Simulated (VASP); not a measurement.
The system is InP.

```
In P
1.0
     0.00000    2.98798    2.98798
     2.98798    0.00000    2.98798
     2.98798    2.98798    0.00000
In P
1 1
Direct
  0.00000 0.00000 0.00000
  0.75000 0.75000 0.75000
```

Program: VASP 6.6.1. Alike in all runs: task single point; potentials or basis VASP PAW PBE potentials, release 64 (In_d, P); no spin polarisation; cell as given; smearing fermi-dirac 0.05 eV.

Order these runs on this cell by their pressure, lowest first.
A. level b88 exchange, pbe correlation; k mesh 8 × 8 × 8; cutoff (eV) 500
B. level r2SCAN; k mesh 8 × 8 × 8; cutoff (eV) 520
C. level r2SCAN50; k mesh 4 × 4 × 4; cutoff (eV) 520; grid for exact exchange (PRECFOCK) Normal; share of exact exchange 0.5

C (-4.9 GPa), B (-2.3 GPa), A (-0.6 GPa).

Caveats: some runs use coarse meshes; the PAW data sets were made with another functional, which shifts forces and pressure a little.
